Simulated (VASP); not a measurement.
# Ta (Im-3m) in VASP: notebook

The runs below take Ta through single point, with LDA.

All numbers are computed with VASP 6.6.1; they aren't measurements. Logs are shortened: lines on timing, memory, paths and dates and some standing lists are left out, and cuts for length are marked.

### Step 1. The cell of the first run

It takes space group Im-3m (No. 229, cubic). Conventional cell: a = 3.255 Å, b = 3.255 Å, c = 3.255 Å, α = 90.00°, β = 90.00°, γ = 90.00°. Ta (site symmetry m-3m) has 14 Ta at 2.82 to 3.26 Å within 3.7 Å.

### Step 2. Single point, LDA

Contents of INCAR:

```
SYSTEM = Ta
PREC = Accurate
ENCUT = 520
EDIFF = 1E-6
ISMEAR = 1
SIGMA = 0.01
LREAL = .False.
LASPH = .True.
NELM = 80
ALGO = Normal
ISIF = 2
LWAVE = .False.
LCHARG = .False.
GGA = CA
NBANDS = 12
```

Contents of KPOINTS:

```
Automatic mesh
0
Gamma
  14 14 14
  0 0 0
```

Contents of POSCAR:

```
Ta
1.0
   -1.6276710318      1.6276710318      1.6276710318
    1.6276710318     -1.6276710318      1.6276710318
    1.6276710318      1.6276710318     -1.6276710318
Ta
1
Direct
    0.0000000000      0.0000000000      0.0000000000
```

Potentials or basis: VASP PAW LDA potentials, release 64 (Ta_pv).

On the command line:

```
$ cat potpaw_LDA.64/Ta_pv/POTCAR > POTCAR
$ mpirun -np 1 vasp_std > vasp.out
```

OUTCAR:

```text
SYSTEM = Ta
   PREC = Accurate
   ENCUT = 520
   EDIFF = 1E-6
   ISMEAR = 1
   LREAL = .False.
   LASPH = .True.
   NELM = 80
   ISIF = 2
   GGA = CA

 ion  position               nearest neighbor table
   1  0.000  0.000  0.000-

  LATTYP: Found a body centered cubic cell.
 ALAT       =     3.2553420636

  Lattice vectors:

 A1 = (  -1.6276710318,   1.6276710318,   1.6276710318)
 A2 = (   1.6276710318,  -1.6276710318,   1.6276710318)
 A3 = (   1.6276710318,   1.6276710318,  -1.6276710318)

Analysis of symmetry for initial positions (statically):
=====================================================================
 Subroutine PRICEL returns:
 Original cell was already a primitive cell.

 Routine SETGRP: Setting up the symmetry group for a
 body centered cubic supercell.

 Subroutine GETGRP returns: Found 48 space group operations
 (whereof 48 operations were pure point group operations)
 out of a pool of 48 trial point group operations.

The static configuration has the point symmetry O_h .

Analysis of symmetry for dynamics (positions and initial velocities):
=====================================================================
 Subroutine PRICEL returns:
 Original cell was already a primitive cell.

 Routine SETGRP: Setting up the symmetry group for a
 body centered cubic supercell.

 Subroutine GETGRP returns: Found 48 space group operations
 (whereof 48 operations were pure point group operations)
 out of a pool of 48 trial point group operations.

The dynamic configuration has the point symmetry O_h .

 Subroutine INISYM returns: Found 48 space group operations
 (whereof 48 operations are pure point group operations),
 and found     1 'primitive' translations

----------------------------------------------------------------------------------------

                                     Primitive cell

  volume of cell :      17.2488

  direct lattice vectors                    reciprocal lattice vectors
    -1.627671032  1.627671032  1.627671032     0.000000000  0.307187380  0.307187380
     1.627671032 -1.627671032  1.627671032     0.307187380  0.000000000  0.307187380
     1.627671032  1.627671032 -1.627671032     0.307187380  0.307187380  0.000000000

  length of vectors
     2.819208925  2.819208925  2.819208925     0.434428559  0.434428559  0.434428559

  position of ions in fractional coordinates (direct lattice)
     0.000000000  0.000000000  0.000000000

  ion indices of the primitive-cell ions
   primitive index   ion index
[... 75 lines left out ...]
   EDIFFG = 0.1E-04   stopping-criterion for IOM
   NSW    =      0    number of steps for IOM
   IBRION =     -1    ionic relax: 0-MD 1-quasi-New 2-CG
   NFREE  =      0    steps in history (QN), initial steepest desc. (CG)
   ISIF   =      2    stress and relaxation
   ISYM   =      2    0-nonsym 1-usesym 2-fastsym
   POTIM  = 0.5000    time-step for ionic-motion
   TEBEG  =    0.0;   TEEND  =   0.0 temperature during run
   PSTRESS=    0.0 pullay stress
   NELECT =      11.0000    total number of electrons
   NUPDOWN=      -1.0000    fix difference up-down
   EMIN   =  10.00;   EMAX   =-10.00  energy-range for DOS
   EFERMI =   0.00;   METHOD = LEGACY
   ISMEAR =     1;   SIGMA  =   0.01  broadening in eV -4-tet -1-fermi 0-gaus
   EFERMI_NEDOS =   21; number of points for ismear=-14 and -15
   IALGO  =     38    algorithm
   IMIX   =      4    mixing-type and parameters
     AMIX     =   0.40;   BMIX     =  1.00
     AMIX_MAG =   1.60;   BMIX_MAG =  1.00
  volume/ion in A,a.u.               =      17.25       116.40
  Fermi-wavevector in a.u.,A,eV,Ry     =   1.409134  2.662878 27.016543  1.985660
  Thomas-Fermi vector in A             =   2.531221
   LORBIT       =      0    0 simple, 1 ext, 2 COOP (PROOUT), +10 PAW based schemes
   GGA     = CA    functional components
   LHFCALC =     F    Hartree Fock is set to
   AEXX    =    0.0000 exact exchange contribution
   IVDW    =     0    specifies the selected vdW correction
   LEPSILON=     F    determine dielectric tensor
   LRPA    =     F    only Hartree local field effects (RPA)
 non-spin polarized calculation
 Methfessel and Paxton  Order N= 1 SIGMA  =   0.01
  energy-cutoff  :      520.00
  volume of cell :       17.25
 maximum number of plane-waves:       476
 NGX is ok and might be reduce to    24
   NGX = 11   NGY = 11   NGZ = 11

 number of electron      11.0000000 magnetization

 Free energy of the ion-electron system (eV)
  ---------------------------------------------------
  ext. energy  EPLUGINS =         0.00000000
  ---------------------------------------------------
  free energy    TOTEN  =       -12.83126752 eV

  energy without entropy =      -12.83123218  energy(sigma->0) =      -12.83125574

 E-fermi :   5.7351     XC(G=0): -13.0181

 val. band max:        5.7144238259   @ k =   0.3571   0.2143   0.0714
 cond. band min:       5.7379701953   @ k =   0.3571   0.2143   0.0000
 fundamental gap:      0.0235463694
 Fermi energy:         5.7350971799

 k-point     1 :       0.0000    0.0000    0.0000
  band No.  band energies     occupation
      1     -26.9708      2.00000
      2     -26.9708      2.00000
      3     -26.9708      2.00000
      4      -2.2391      2.00000
      5       6.4279      0.00000
      6       6.4279      0.00000
      7       6.4279      0.00000
      8       9.8439      0.00000
      9       9.8439      0.00000
     10      19.5916      0.00000
     11      21.0417      0.00000
     12      21.0417      0.00000
[... 331 lines left out ...]
 k-point    24 :       0.3571    0.2857    0.0000
  band No.  band energies     occupation
      1     -28.0288      2.00000
      2     -27.8187      2.00000
      3     -27.1438      2.00000
      4       3.0618      2.00000
      5       4.4760      2.00000
      6       5.1173      2.00000
      7      10.1100      0.00000
      8      10.7269      0.00000
      9      15.1957      0.00000
     10      17.4534      0.00000
     11      19.3047      0.00000
     12      19.5984      0.00000

 [... further k-points ...]
[... 5 lines left out ...]
  --------------------------------------------------------------------------------------
  -------------------------------------------------------------------------------------
  Total        0.0922857      0.0922857      0.0922857     -0.0000000     -0.0000000      0.0000000
  in kB        8.5720550      8.5720550      8.5720550     -0.0000000     -0.0000000      0.0000000
  external PRESSURE =       8.5720550 kB  Pullay stress =       0.0000000 kB

 VOLUME and BASIS-vectors are now :
 -----------------------------------------------------------------------------
  energy-cutoff  :      520.00
  volume of cell :       17.25
      direct lattice vectors                 reciprocal lattice vectors
    -1.627671032  1.627671032  1.627671032     0.000000000  0.307187380  0.307187380
     1.627671032 -1.627671032  1.627671032     0.307187380  0.000000000  0.307187380
     1.627671032  1.627671032 -1.627671032     0.307187380  0.307187380  0.000000000

 POSITION                                       TOTAL-FORCE (eV/Angst)
 -----------------------------------------------------------------------------------
      0.00000      0.00000      0.00000        -0.000000     -0.000000     -0.000000
 -----------------------------------------------------------------------------------
    total drift:                               -0.000000      0.000000      0.000000

  FREE ENERGIE OF THE ION-ELECTRON SYSTEM (eV)
  ---------------------------------------------------
  free  energy   TOTEN  =       -12.8312675191 eV

  energy  without entropy=      -12.8312321812  energy(sigma->0) =      -12.83125574
```

OSZICAR:

```text
N       E                     dE             d eps       ncg     rms          rms(c)
DAV:   1     0.588678979084E+02    0.58868E+02   -0.61215E+03  2512   0.876E+02
DAV:   2    -0.122879757085E+02   -0.71156E+02   -0.69344E+02  2784   0.245E+02
DAV:   3    -0.132968279440E+02   -0.10089E+01   -0.99568E+00  2976   0.273E+01
DAV:   4    -0.132993294555E+02   -0.25015E-02   -0.25014E-02  2728   0.148E+00
DAV:   5    -0.132993362798E+02   -0.68242E-05   -0.68252E-05  2888   0.748E-02    0.145E+01
DAV:   6    -0.129460663747E+02    0.35327E+00   -0.27477E-01  2848   0.539E+00    0.702E+00
DAV:   7    -0.128334283416E+02    0.11264E+00   -0.23220E-01  2860   0.468E+00    0.332E-01
DAV:   8    -0.128314288565E+02    0.19995E-02   -0.35435E-03  2636   0.623E-01    0.193E-01
DAV:   9    -0.128312678468E+02    0.16101E-03   -0.57968E-05  2900   0.775E-02    0.294E-02
DAV:  10    -0.128312675191E+02    0.32771E-06   -0.21866E-06  2472   0.162E-02
   1 F= -.12831268E+02 E0= -.12831256E+02  d E =-.353379E-04
```

stdout:

```text
POSCAR found type information on POSCAR Ta
 POSCAR found :  1 types and       1 ions
 scaLAPACK will be used
 LDA part: xc-table for (Slater(with rela. corr.)+CA(PZ))
 , standard interpolation
 POSCAR, INCAR and KPOINTS ok, starting setup
 FFT: planning ... GRIDC
 FFT: planning ... GRID_SOFT
 FFT: planning ... GRID
 WAVECAR not read
 entering main loop
```

Run time: 11 s. Hardware: 1 thread of Intel Xeon 6975P-C, shared host; peak memory 0.14 GiB.

Results:

```yaml
Free_energy: -12.8313 eV
Pressure: 0.9 GPa
```

Levels at points of the mesh, in eV from the Fermi level:
| k point | band 3 | band 4 | band 5 | band 6 | band 7 | band 8 |
| --- | --- | --- | --- | --- | --- | --- |
| (0.00, 0.00, 0.00) | -32.71 | -7.97 | 0.69 | 0.69 | 0.69 | 4.11 |
| (0.50, 0.00, 0.00) | -32.72 | -4.54 | -1.69 | 1.98 | 4.02 | 5.08 |
| (0.50, 0.50, 0.50) | -33.66 | -4.06 | -4.06 | 7.17 | 7.17 | 7.17 |

Caveat: spin-orbit coupling is left out, which moves the levels of the heavy elements.

### Step 3. Single point, LDA

Contents of INCAR:

```
SYSTEM = Ta
PREC     = Accurate       ! precision mode
ENCUT    = 520            ! plane-wave cutoff, eV
EDIFF    = 1E-7           ! SCF threshold, eV
ISMEAR   = 1              ! smearing method
SIGMA    = 0.03           ! smearing width, eV
LREAL    = .FALSE.        ! projectors in reciprocal space
LASPH    = .TRUE.         ! aspherical terms in the spheres
NELM     = 100            ! most SCF steps
ALGO     = Normal         ! electronic algorithm
ISIF     = 2              ! what is computed and relaxed
LWAVE    = .FALSE.        ! write WAVECAR
LCHARG   = .FALSE.        ! write CHGCAR
NBANDS   = 12             ! bands
```

Contents of KPOINTS:

```
regular mesh
0
G
  14 14 14
  0 0 0
```

POSCAR is that of step 2.

Potentials or basis: VASP PAW LDA potentials, release 64 (Ta_pv).

On the command line:

```
$ cat potpaw_LDA.64/Ta_pv/POTCAR > POTCAR
$ mpirun -np 1 vasp_std > vasp.out
```

It used 8.9 s of CPU time on 1 thread of Intel Xeon 6975P-C (shared host).

It converged, with:

```yaml
Free_energy: -12.8313 eV
Pressure: 0.8 GPa
```

Levels at points of the mesh, in eV from the Fermi level:
| k point | band 2 | band 3 | band 4 | band 5 | band 6 | band 7 | band 8 | band 9 |
| --- | --- | --- | --- | --- | --- | --- | --- | --- |
| (0.00, 0.00, 0.00) | -32.70 | -32.70 | -7.97 | 0.70 | 0.70 | 0.70 | 4.11 | 4.11 |
| (0.50, 0.00, 0.00) | -33.14 | -32.71 | -4.54 | -1.69 | 1.98 | 4.02 | 5.09 | 8.21 |
| (0.50, 0.50, 0.50) | -33.65 | -33.65 | -4.05 | -4.05 | 7.17 | 7.17 | 7.17 | 9.19 |

Caveat: spin-orbit coupling is left out, which moves the levels of the heavy elements.

### Step 4. Single point, LDA

Contents of INCAR:

```
SYSTEM = Ta
  PREC = Accurate
  ENCUT = 520
  EDIFF = 1E-6
  ISMEAR = 1
  SIGMA = 0.2
  LREAL = .FALSE.
  LASPH = .TRUE.
  NELM = 100
  ALGO = Normal
  ISIF = 2
  LWAVE = .FALSE.
  LCHARG = .FALSE.
  GGA = CA
  NBANDS = 12
```

Contents of KPOINTS:

```
Automatic mesh
0
G
  14 14 14
  0 0 0
```

POSCAR is that of step 3.

On the command line:

```
$ cat potpaw_LDA.64/Ta_pv/POTCAR > POTCAR
$ mpirun -np 1 vasp_std > vasp.out
```

It took 16 s on 1 thread of Intel Xeon 6975P-C, shared host; peak memory 0.14 GiB.

It converged, with:

```yaml
Free_energy: -12.8309 eV
Pressure: 0.9 GPa
```

Levels at points of the mesh, in eV from the Fermi level:
```csv
k point,band 3,band 4,band 5,band 6,band 7,band 8
"(0.00, 0.00, 0.00)",-32.71,-7.97,0.69,0.69,0.69,4.11
"(0.50, 0.00, 0.00)",-32.72,-4.54,-1.69,1.98,4.02,5.08
"(0.50, 0.50, 0.50)",-33.66,-4.06,-4.06,7.17,7.17,7.17
```

Caveat: spin-orbit coupling is left out, which moves the levels of the heavy elements.

### Step 5. Summary

```tsv
smearing	gap on the mesh (eV)	pressure (GPa)
methfessel-paxton 0.01 eV	none	0.9
methfessel-paxton 0.03 eV	none	0.8
methfessel-paxton 0.2 eV	none	0.9
```

Alike in all rows: task single point; level LDA; potentials or basis VASP PAW LDA potentials, release 64 (Ta_pv); no spin polarisation; cell as given; k mesh 14 × 14 × 14; cutoff (eV) 520.

Every run on the cell as given and a fine mesh finds a metal.

Caveats: spin-orbit coupling is left out, which moves the levels of the heavy elements.

Total energies depend on the potentials used, so only differences within one code and one set of settings carry meaning.
